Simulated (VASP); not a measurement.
MgS, 2 atoms in the cell. Symmetry: F-43m, No. 216, cubic system. Conventional cell: a = 5.652 Å, b = 5.652 Å, c = 5.652 Å, α = 90.00°, β = 90.00°, γ = 90.00°. Within 3.2 Å of Mg (site symmetry -43m) lie 4 S at 2.45 Å. S (site symmetry -43m) has 4 Mg at 2.45 Å within 3.2 Å. 

| Item | Value |
| --- | --- |
| Program | VASP 6.6.1 |
| Task | single point |
| Functional | PBEsol |
| Potentials or basis | VASP PAW PBE potentials, release 64 (Mg, S) |
| Cutoff | 600 eV |
| k mesh | 8 × 8 × 8 |
| Occupations | gaussian, width 0.02 eV |
| Spin | no spin polarisation |
| Dipole correction | no |
| Further INCAR settings | ALGO = Normal; EDIFF = 1e-06; NBANDS = 11 |

Potentials or basis: VASP PAW PBE potentials, release 64 (Mg, S).

Command:

```bash
$ cat potpaw_PBE.64/Mg/POTCAR potpaw_PBE.64/S/POTCAR > POTCAR
$ mpirun -np 1 vasp_std > vasp.out
```

Hardware: 1 thread of Intel(R) Xeon(R) Platinum 8488C (Sapphire Rapids), on a shared host.

Task: How long does it take, and how much memory?

Result: It took 16 s on 1 thread of Intel(R) Xeon(R) Platinum 8488C (Sapphire Rapids), on a shared host, peak memory 0.18 GiB. Counts: scf iterations 12, k points 29.
